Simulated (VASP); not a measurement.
Wanted: the native input for a VASP 6.6.1 run.

* Task: relaxation of cell and atoms
* Functional: PBE
* Potentials or basis: VASP PAW PBE potentials, release 64 (As)
* Cutoff: 600 eV
* k mesh: 16 × 16 × 16
* Occupations: fermi-dirac, width 0.1 eV
* Spin: no spin polarisation
* Target pressure: -1.5 GPa
* Dipole correction: no
* Further INCAR settings: ALGO = Normal; EDIFF = 1e-06; IBRION = 2; EDIFFG = -0.005; NSW = 32; ISIF = 3

The structure of As lies in POSCAR:

```
As
1.0
   -1.6945292025      1.6945292025      1.6945292025
    1.6945292025     -1.6945292025      1.6945292025
    1.6945292025      1.6945292025     -1.6945292025
As
1
Direct
    0.0000000000      0.0000000000      0.0000000000
```

These files were run (other wordings do the same):

INCAR

```
PREC     = Accurate       # precision mode
ENCUT    = 600            # plane-wave cutoff, eV
EDIFF    = 1E-6           # SCF threshold, eV
ISMEAR   = -1             # smearing method
SIGMA    = 0.1            # smearing width, eV
LREAL    = False          # projectors in reciprocal space
LASPH    = True           # aspherical terms in the spheres
NELM     = 100            # most SCF steps
ALGO     = Normal         # electronic algorithm
ISIF     = 3              # what is computed and relaxed
LWAVE    = False          # write WAVECAR
LCHARG   = False          # write CHGCAR
GGA      = PE             # functional
IBRION   = 2              # ionic algorithm
NSW      = 32             # ionic steps
EDIFFG   = -0.005         # ionic threshold
PSTRESS  = -15.0
```

KPOINTS

```
regular mesh
0
Gamma
  16 16 16
```

Potentials or basis: VASP PAW PBE potentials, release 64 (As).

Launch:

```bash
$ cat potpaw_PBE.64/As/POTCAR > POTCAR
$ mpirun -np 1 vasp_std > vasp.out
```

Results of the run:

```yaml
Pressure_after_relaxing: -1.5 GPa
```

Caveat: the relaxation stopped at its first step, so nothing moved; the cell is relaxed towards a set pressure, so the enthalpy falls and the energy may rise.

Run time: 8.8 s on 1 thread of Intel(R) Xeon(R) Platinum 8259CL CPU @ 2.50GHz (Skylake/Cascade Lake), with other jobs on the host, peak memory 0.15 GiB.
